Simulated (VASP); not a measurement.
Here is a VASP 6.6.1 calculation.

The input INCAR:

```
PREC = Accurate
ENCUT = 520
EDIFF = 1E-6
ISMEAR = 0
SIGMA = 0.01
LREAL = False
LASPH = True
NELM = 100
ALGO = Normal
ISIF = 2
LWAVE = False
LCHARG = False
GGA = PE
NBANDS = 18
```

File KPOINTS:

```
regular mesh
0
Gamma
  12 12 4
```

Contents of POSCAR:

```
LiCl
1.0
    3.5749486202      0.0000000000      0.0000000000
   -1.7874743101      3.0959963223      0.0000000000
    0.0000000000      0.0000000000      6.0240820561
Li Cl
2 2
Direct
    0.0000000000      0.0000000000      0.0000000000
    0.0000000000      0.0000000000      0.5000000000
    0.3333333333      0.6666666667      0.2500000000
    0.6666666667      0.3333333333      0.7500000000
```

Potentials or basis: VASP PAW PBE potentials, release 64 (Li_sv, Cl).

The run is started by

```sh
$ cat potpaw_PBE.64/Li_sv/POTCAR potpaw_PBE.64/Cl/POTCAR > POTCAR
$ mpirun -np 1 vasp_std > vasp.out
```

(1) Predict the band gap on the k mesh.

Results:

(1) 6.36 eV, indirect (the least direct gap lies 4.1 meV higher).
